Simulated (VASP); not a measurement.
# ZnSe (I-4m2) in VASP: notebook

ZnSe is run at these levels: LDA; tasks: single point.

Program: VASP 6.6.1. These are calculated values, not measurements. Logs are shortened: lines on timing, memory, paths and dates and some standing lists are left out, and cuts for length are marked.

## (1) The cell of the first run

The structure is tetragonal, space group I-4m2 (No. 119). The conventional cell has a = 4.008 Å, b = 4.008 Å, c = 5.498 Å, α = 90.00°, β = 90.00°, γ = 90.00°. Within 3.2 Å of Zn (site symmetry -4m2) lie 4 Se at 2.43 Å. Within 3.2 Å of Se (site symmetry -4m2) lie 4 Zn at 2.43 Å.

## (2) Single point, LDA (zz strain of -3 %)

Input file INCAR:

```
SYSTEM = ZnSe
ALGO = Normal
EDIFF = 1E-6
ENCUT = 520
ISIF = 2
ISMEAR = -1
LASPH = .TRUE.
LCHARG = .FALSE.
LREAL = .FALSE.
LWAVE = .FALSE.
NBANDS = 16
NELM = 80
PREC = Accurate
SIGMA = 0.03
```

Input file KPOINTS:

```
k-points
0
G
  8 8 8
  0 0 0
```

Input file POSCAR:

```
ZnSe
1.0
    0.0000000000      2.8338000000      2.7487860000
    2.8338000000      0.0000000000      2.7487860000
    2.8338000000      2.8338000000      0.0000000000
Zn Se
1 1
Direct
    0.0000000000      0.0000000000      0.0000000000
    0.7500000000      0.7500000000      0.7500000000
```

Potentials or basis: VASP PAW LDA potentials, release 64 (Zn, Se).

On the command line:

```
$ cat potpaw_LDA.64/Zn/POTCAR potpaw_LDA.64/Se/POTCAR > POTCAR
$ mpirun -np 1 vasp_std > vasp.out
```

OUTCAR:

```text
SYSTEM = ZnSe
   EDIFF = 1E-6
   ENCUT = 520
   ISIF = 2
   ISMEAR = -1
   LASPH = .TRUE.
   LREAL = .FALSE.
   NELM = 80
   PREC = Accurate

 ion  position               nearest neighbor table
   1  0.000  0.000  0.000-   2 2.43   2 2.43   2 2.43   2 2.43
   2  0.750  0.750  0.750-   1 2.43   1 2.43   1 2.43   1 2.43

  LATTYP: Found a body centered tetragonal cell.
 ALAT       =     4.0075983931
 C/A-ratio  =     1.3717871555

  Lattice vectors:

 A1 = (   0.0000000000,  -2.8338000000,  -2.7487860000)
 A2 = (   0.0000000000,   2.8338000000,  -2.7487860000)
 A3 = (   2.8338000000,   0.0000000000,   2.7487860000)

Analysis of symmetry for initial positions (statically):
=====================================================================
 Subroutine PRICEL returns:
 Original cell was already a primitive cell.

 Routine SETGRP: Setting up the symmetry group for a
 body centered tetragonal supercell.

 Subroutine GETGRP returns: Found  8 space group operations
 (whereof  8 operations were pure point group operations)
 out of a pool of 16 trial point group operations.

The static configuration has the point symmetry D_2d.

Analysis of symmetry for dynamics (positions and initial velocities):
=====================================================================
 Subroutine PRICEL returns:
 Original cell was already a primitive cell.

 Routine SETGRP: Setting up the symmetry group for a
 body centered tetragonal supercell.

 Subroutine GETGRP returns: Found  8 space group operations
 (whereof  8 operations were pure point group operations)
 out of a pool of 16 trial point group operations.

The dynamic configuration has the point symmetry D_2d.

 Subroutine INISYM returns: Found  8 space group operations
 (whereof  8 operations are pure point group operations),
 and found     1 'primitive' translations

----------------------------------------------------------------------------------------

                                     Primitive cell

  volume of cell :      44.1478

  direct lattice vectors                    reciprocal lattice vectors
     0.000000000  2.833800000  2.748786000    -0.176441527  0.176441527  0.181898482
     2.833800000  0.000000000  2.748786000     0.176441527 -0.176441527  0.181898482
     2.833800000  2.833800000  0.000000000     0.176441527  0.176441527 -0.181898482

  length of vectors
     3.947942111  3.947942111  4.007598393     0.308788411  0.308788411  0.308788411

  position of ions in fractional coordinates (direct lattice)
     0.000000000  0.000000000  0.000000000
     0.750000000  0.750000000  0.750000000

  ion indices of the primitive-cell ions
   primitive index   ion index
                 1           1
                 2           2
[... 69 lines left out ...]
   LASPH  =      T    aspherical Exc in radial PAW
   ENCUT  =  520.0 eV  38.22 Ry    6.18 a.u.   7.34  7.34  7.45*2*pi/ulx,y,z
   NELM   =     80;   NELMIN=  2; NELMDL= -5     # of ELM steps
   EDIFF  = 0.1E-05   stopping-criterion for ELM
   LREAL  =      F    real-space projection
[... 7 lines left out ...]
   TEBEG  =    0.0;   TEEND  =   0.0 temperature during run
   PSTRESS=    0.0 pullay stress
   NELECT =      18.0000    total number of electrons
   NUPDOWN=      -1.0000    fix difference up-down
   EMIN   =  10.00;   EMAX   =-10.00  energy-range for DOS
   EFERMI =   0.00;   METHOD = LEGACY
   ISMEAR =    -1;   SIGMA  =   0.03  broadening in eV -4-tet -1-fermi 0-gaus
   EFERMI_NEDOS =   21; number of points for ismear=-14 and -15
   IALGO  =     38    algorithm
   IMIX   =      4    mixing-type and parameters
     AMIX     =   0.40;   BMIX     =  1.00
     AMIX_MAG =   1.60;   BMIX_MAG =  1.00
  volume/ion in A,a.u.               =      22.07       148.96
  Fermi-wavevector in a.u.,A,eV,Ry     =   1.213936  2.294007 20.050107  1.473641
  Thomas-Fermi vector in A             =   2.349372
   LORBIT       =      0    0 simple, 1 ext, 2 COOP (PROOUT), +10 PAW based schemes
   GGA     = CA    functional components
   LHFCALC =     F    Hartree Fock is set to
   AEXX    =    0.0000 exact exchange contribution
   IVDW    =     0    specifies the selected vdW correction
   LEPSILON=     F    determine dielectric tensor
   LRPA    =     F    only Hartree local field effects (RPA)
 non-spin polarized calculation
  energy-cutoff  :      520.00
  volume of cell :       44.15
 maximum number of plane-waves:      1219
 NGX is ok and might be reduce to    30
   NGX = 15   NGY = 15   NGZ = 15

 number of electron      17.9999992 magnetization

 Free energy of the ion-electron system (eV)
  ---------------------------------------------------
  ext. energy  EPLUGINS =         0.00000000
  ---------------------------------------------------
  free energy    TOTEN  =        -7.36580455 eV

  energy without entropy =       -7.36580455  energy(sigma->0) =       -7.36580455

 E-fermi :   2.4343     XC(G=0):  -9.8354

 val. band max:        1.8510596733   @ k =   0.0000   0.0000   0.0000
 cond. band min:       2.9689472453   @ k =   0.0000   0.0000   0.0000
 fundamental gap:      1.1178875720
 Fermi energy:         2.4343093644

 k-point     1 :       0.0000    0.0000    0.0000
  band No.  band energies     occupation
      1     -11.7080      2.00000
      2      -5.0158      2.00000
      3      -5.0158      2.00000
      4      -5.0028      2.00000
      5      -4.6294      2.00000
      6      -4.6222      2.00000
[... 433 lines left out ...]
      3      -4.9039      2.00000
      4      -4.8318      2.00000
      5      -4.6268      2.00000
      6      -4.6034      2.00000
[... 8 lines left out ...]
     15      13.4006      0.00000
     16      14.1464      0.00000

 [... further k-points ...]

------------------------ aborting loop because EDIFF is reached ----------------------------------------

  FORCE on cell =-STRESS in cart. coord.  units (eV):
  Direction    XX          YY          ZZ          XY          YZ          ZX
  --------------------------------------------------------------------------------------
  -------------------------------------------------------------------------------------
  Total       -0.4464508     -0.4464508     -0.1379234      0.0000000      0.0000000      0.0000000
  in kB      -16.2022331    -16.2022331     -5.0054039      0.0000000      0.0000000      0.0000000
  external PRESSURE =     -12.4699567 kB  Pullay stress =       0.0000000 kB

 VOLUME and BASIS-vectors are now :
 -----------------------------------------------------------------------------
  energy-cutoff  :      520.00
  volume of cell :       44.15
      direct lattice vectors                 reciprocal lattice vectors
     0.000000000  2.833800000  2.748786000    -0.176441527  0.176441527  0.181898482
     2.833800000  0.000000000  2.748786000     0.176441527 -0.176441527  0.181898482
     2.833800000  2.833800000  0.000000000     0.176441527  0.176441527 -0.181898482

 POSITION                                       TOTAL-FORCE (eV/Angst)
 -----------------------------------------------------------------------------------
      0.00000      0.00000      0.00000         0.000000      0.000000     -0.000000
      4.25070      4.25070      4.12318        -0.000000     -0.000000      0.000000
 -----------------------------------------------------------------------------------
    total drift:                                0.000000      0.000000      0.000001

  FREE ENERGIE OF THE ION-ELECTRON SYSTEM (eV)
  ---------------------------------------------------
  free  energy   TOTEN  =        -7.3658045460 eV

  energy  without entropy=       -7.3658045460  energy(sigma->0) =       -7.36580455
```

stdout:

```text
POSCAR found type information on POSCAR ZnSe
 POSCAR found :  2 types and       2 ions
 scaLAPACK will be used
 LDA part: xc-table for (Slater(with rela. corr.)+CA(PZ))
 , standard interpolation
 POSCAR, INCAR and KPOINTS ok, starting setup
 FFT: planning ... GRIDC
 FFT: planning ... GRID_SOFT
 FFT: planning ... GRID
 WAVECAR not read
 entering main loop
```

Run time: 56 s. Hardware: 1 thread of Intel Xeon 8259CL, shared host; peak memory 0.18 GiB.

Results:

```yaml
Free_energy: -7.3658 eV
Pressure: -1.2 GPa
Band_gap_on_the_k_mesh: 1.12 eV
```

Caveat: the cell differs from its parent crystal (zz strain of -3 %).

## (3) Single point, LDA (zz strain of -2 %)

Input file INCAR:

```
SYSTEM = ZnSe
  ALGO = Normal
  EDIFF = 1E-7
  ENCUT = 520
  GGA = CA
  ISIF = 2
  ISMEAR = -1
  LASPH = .True.
  LCHARG = .False.
  LREAL = .False.
  LWAVE = .False.
  NBANDS = 16
  NELM = 80
  PREC = Accurate
  SIGMA = 0.03
```

Input file KPOINTS:

```
k-points
0
Gamma
  8 8 8
  0 0 0
```

Input file POSCAR:

```
ZnSe
1.0
    0.0000000000      2.8338000000      2.7771240000
    2.8338000000      0.0000000000      2.7771240000
    2.8338000000      2.8338000000      0.0000000000
Zn Se
1 1
Direct
    0.0000000000      0.0000000000      0.0000000000
    0.7500000000      0.7500000000      0.7500000000
```

Potentials or basis: VASP PAW LDA potentials, release 64 (Zn, Se).

On the command line:

```
$ cat potpaw_LDA.64/Zn/POTCAR potpaw_LDA.64/Se/POTCAR > POTCAR
$ mpirun -np 1 vasp_std > vasp.out
```

Wall time 66 s (1 thread of Intel Xeon 8259CL, shared host); peak memory 0.17 GiB.

The run converged. Its results:

- Free energy: -7.3631 eV
- Pressure: -1.9 GPa
- Band gap on the k mesh: 1.10 eV

Stress tensor (GPa, compression positive):
```
-2.15  0.00  0.00
 0.00 -2.15  0.00
 0.00  0.00 -1.38
```

Levels at points of the mesh, in eV from the valence-band top:
```tsv
k point	band 7	band 8	band 9	band 10	band 11	band 12
(0.00, 0.00, 0.00)	-0.07	-0.07	0.00	1.10	5.64	5.65
(0.50, 0.00, 0.00)	-5.47	-1.01	-0.89	2.35	6.15	6.32
(0.50, 0.50, 0.00)	-4.88	-2.40	-2.40	2.65	3.15	10.75
(0.50, 0.00, 0.50)	-5.00	-2.31	-2.27	2.75	3.34	10.55
```

Caveat: the cell differs from its parent crystal (zz strain of -2 %).
